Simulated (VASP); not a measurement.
TiN (rocksalt type), 2 atoms in the cell. It takes space group Fm-3m (No. 225, cubic). The conventional cell has a = 4.029 Å, b = 4.029 Å, c = 4.029 Å, α = 90.00°, β = 90.00°, γ = 90.00°. Ti (site symmetry m-3m) has 6 N at 2.01 Å within 2.7 Å. Within 2.7 Å of N (site symmetry m-3m) lie 6 Ti at 2.01 Å.  This cell differs from its parent crystal: volume scaled by 0.88.

| Quantity | Value |
| --- | --- |
| Program | VASP 6.6.1 |
| Task | single point |
| Functional | PBEsol |
| Potentials or basis | VASP PAW PBE potentials, release 64 (Ti_sv, N) |
| Cutoff | 520 eV |
| k mesh | 17 × 17 × 17 |
| Occupations | fermi-dirac, width 0.1 eV |
| Spin | no spin polarisation |
| Dipole correction | no |
| Further INCAR settings | ALGO = Normal; EDIFF = 1e-07; NBANDS = 16 |

Potentials or basis: VASP PAW PBE potentials, release 64 (Ti_sv, N).

Command:

```bash
$ cat potpaw_PBE.64/Ti_sv/POTCAR potpaw_PBE.64/N/POTCAR > POTCAR
$ mpirun -np 1 vasp_std > vasp.out
```

Hardware: 1 thread of Intel(R) Xeon(R) Platinum 8259CL CPU @ 2.50GHz (Skylake/Cascade Lake) (shared host).

**Question.** Estimate the wall time of this run.

**Answer.** Wall time 56 s on 1 thread of Intel(R) Xeon(R) Platinum 8259CL CPU @ 2.50GHz (Skylake/Cascade Lake), on a shared host, peak memory 0.17 GiB. Counts: scf iterations 15, k points 165.
